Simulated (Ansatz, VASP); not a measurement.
**BiAs: VASP beside Ansatz**

```
As Bi
1.0
     3.65673    0.00000    0.00000
     0.00000    3.65673    0.00000
     0.00000    0.00000    3.65673
As Bi
1 1
Direct
  0.00000 0.00000 0.00000
  0.50000 0.50000 0.50000
```

Change from the starting cell: volume scaled by 0.97, PAW files.

Alike in both runs: task electric field gradients; functional PBE; k mesh 13 × 13 × 13; occupations fermi-dirac, width 0.05 eV; no spin polarisation.

```csv
,VASP,Ansatz
version,VASP 6.6.1,Ansatz 0.2.0
potentials or method,"VASP PAW PBE potentials, release 64 (As, Bi_d)","PAW with Ansatz's default frozen-core files, scalar-relativistic"
plane-wave cutoff (eV),520,420
valence electrons in the cell,20,30
```

```tsv
	VASP	Ansatz	Ansatz less VASP
pressure (GPa)	2.2	2.1	-0.01
```

With one functional, cell and mesh, what is left measures potentials, basis and numerics. VASP's potentials hold 20 valence electrons a cell and Ansatz's 30, so a difference there can come from the potentials and not from the codes.

Neither program's run includes spin-orbit coupling.
